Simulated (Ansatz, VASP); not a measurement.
**MgS: VASP beside Ansatz**

The input INCAR:

```
SYSTEM = MgS
  PREC = Accurate
  ENCUT = 600
  EDIFF = 1E-6
  ISMEAR = 0
  SIGMA = 0.01
  LREAL = .False.
  LASPH = .True.
  NELM = 120
  ALGO = Normal
  ISIF = 2
  LWAVE = .False.
  LCHARG = .False.
  GGA = PS
  NBANDS = 11
  GGA_COMPAT = .False.
```

Contents of KPOINTS:

```
Automatic mesh
0
Gamma
  6 6 6
  0 0 0
```

Contents of POSCAR:

```
MgS
1.0
    0.0000000000      2.8082549837      2.8680870604
    2.8082549837      0.0000000000      2.8680870604
    2.8082549837      2.8082549837      0.0000000000
Mg S
1 1
Direct
    0.0000000000      0.0000000000      0.0000000000
    0.2500000000      0.2500000000      0.2500000000
```

Input for Ansatz:

```yaml
crystal:
  lattice:
    - [0.0, 2.8082549837, 2.8680870604]
    - [2.8082549837, 0.0, 2.8680870604]
    - [2.8082549837, 2.8082549837, 0.0]
  atoms:
    - { symbol: Mg, position: [0.0, 0.0, 0.0] }
    - { symbol: S, position: [0.25, 0.25, 0.25] }
basis: {}
kpoints:
  mp_grid: { grid: [6, 6, 6] }
  band_path:
    path:
      - [0.0, 0.0, 0.0]
      - [0.0, 0.0, 0.0]
      - [0.0, 0.0, 0.0]
      - [0.0, 0.0, 0.0]
      - [0.0, 0.0, 0.0]
      - [0.0, 0.0, 0.0]
      - [0.0, 0.0, 0.0]
      - [0.0, 0.0, 0.0]
      - [0.0, 0.0, 0.0]
      - [0.0, 0.0, 0.0]
      - [0.0, 0.0, 0.0]
      - [0.0, 0.0, 0.0]
      - [0.0, 0.0, 0.0]
      - [0.0, 0.0, 0.0]
      - [0.0, 0.0, 0.0]
      - [0.0, 0.0, 0.0]
      - [0.0, 0.0, 0.0]
      - [0.0, 0.0, 0.0]
      - [0.0, 0.0, 0.0]
      - [0.0, 0.0, 0.0]
      - [0.0, 0.0, 0.0]
      - [0.0, 0.0, 0.0]
      - [0.0, 0.0, 0.0]
      - [0.0, 0.0, 0.0]
      - [0.0, 0.0, 0.0]
      - [0.0, 0.0, 0.0]
      - [0.3, 0.3, 0.0]
      - [0.3166666667, 0.3166666667, 0.0]
      - [0.3333333333, 0.3333333333, 0.0]
      - [0.35, 0.35, 0.0]
      - [0.3666666667, 0.3666666667, 0.0]
      - [0.3833333333, 0.3833333333, 0.0]
      - [0.4, 0.4, 0.0]
      - [0.4166666667, 0.4166666667, 0.0]
      - [0.4333333333, 0.4333333333, 0.0]
      - [0.45, 0.45, 0.0]
      - [0.4666666667, 0.4666666667, 0.0]
      - [0.4833333333, 0.4833333333, 0.0]
      - [0.5, 0.5, 0.0]
      - [0.0, 0.3, 0.3]
      - [0.0, 0.3166666667, 0.3166666667]
      - [0.0, 0.3333333333, 0.3333333333]
      - [0.0, 0.35, 0.35]
      - [0.0, 0.3666666667, 0.3666666667]
      - [0.0, 0.3833333333, 0.3833333333]
      - [0.0, 0.4, 0.4]
      - [0.0, 0.4166666667, 0.4166666667]
      - [0.0, 0.4333333333, 0.4333333333]
      - [0.0, 0.45, 0.45]
      - [0.0, 0.4666666667, 0.4666666667]
      - [0.0, 0.4833333333, 0.4833333333]
      - [0.0, 0.5, 0.5]
      - [0.5, 0.5, 0.5]
      - [0.5, 0.5, 0.5]
      - [0.5, 0.5, 0.5]
      - [0.5, 0.5, 0.5]
      - [0.5, 0.5, 0.5]
      - [0.5, 0.5, 0.5]
      - [0.5, 0.5, 0.5]
      - [0.5, 0.5, 0.5]
      - [0.5, 0.5, 0.5]
      - [0.5, 0.5, 0.5]
      - [0.5, 0.5, 0.5]
      - [0.5, 0.5, 0.5]
      - [0.5, 0.5, 0.5]
      - [0.0, 0.0, 0.5]
      - [0.0, 0.0, 0.5]
      - [0.0, 0.0, 0.5]
      - [0.0, 0.0, 0.5]
      - [0.0, 0.0, 0.5]
      - [0.0, 0.0, 0.5]
      - [0.0, 0.0, 0.5]
      - [0.0, 0.0, 0.5]
      - [0.0, 0.0, 0.5]
      - [0.0, 0.0, 0.5]
      - [0.0, 0.0, 0.5]
      - [0.0, 0.0, 0.5]
      - [0.0, 0.0, 0.5]
    npoints: 1
hamiltonian:
  xc: pbesol
  pseudopotentials: { kind: all_electron, lapw: {} }
scf:
  occupations: { method: fixed }
  n_extra_bands: 5
output:
  eigenvalues: true
```

Alike in both runs: task single point; functional PBEsol; k mesh 6 × 6 × 6; no spin polarisation.

|  | VASP | Ansatz |
| --- | --- | --- |
| version | VASP 6.6.1 | Ansatz 0.2.0 |
| potentials or method | VASP PAW PBE potentials, release 64 (Mg, S), cutoff 600 eV | scalar-relativistic, all-electron LAPW |
| occupations | gaussian, width 0.01 eV | fixed |

|  | VASP | Ansatz | Ansatz less VASP |
| --- | --- | --- | --- |
| gap on the k mesh at the Fermi level (eV) | 3.29 | 3.29 | -0.001 |
| least direct gap on the mesh (eV) | 3.29 | 3.29 | -0.001 |

VASP's potentials were made for PBE, not for PBEsol. Ansatz ran all-electron here, and VASP with PAW potentials.
